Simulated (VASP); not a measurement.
A run of VASP 6.6.1 is set up as follows.

INCAR

```
  PREC = Accurate
  ENCUT = 520
  EDIFF = 1E-6
  ISMEAR = 0
  SIGMA = 0.15
  LREAL = F
  LASPH = T
  NELM = 60
  ALGO = Fast
  ISIF = 2
  LWAVE = F
  LCHARG = T
  GGA = PE
  LELF = T
  LVHAR = T
  NBANDS = 13
```

Contents of KPOINTS:

```
Automatic mesh
0
Gamma
  22 22 22
```

POSCAR

```
W
1.0
   -1.3991980414      1.6200022205      1.6200022205
    1.6200022205     -1.3991980414      1.6200022205
    1.6200022205      1.6200022205     -1.3991980414
W
1
Direct
    0.0000000000      0.0000000000      0.0000000000
```

Potentials or basis: VASP PAW PBE potentials, release 64 (W_sv).

The run is started by

```console
$ cat potpaw_PBE.64/W_sv/POTCAR > POTCAR
$ mpirun -np 1 vasp_std > vasp.out
```

Q: Predict the pressure.

A: -3.3 GPa.

Q: Estimate the band gap on the k mesh.

A: Zero (band 7 reaches 12.31 eV, above the bottom of band 8 at 9.68 eV).

Stress tensor (GPa, compression positive):
```
 -3.25 -12.49 -12.49
-12.49  -3.25 -12.49
-12.49 -12.49  -3.25
```

Caveat: spin-orbit coupling is left out, which moves the levels of the heavy elements.
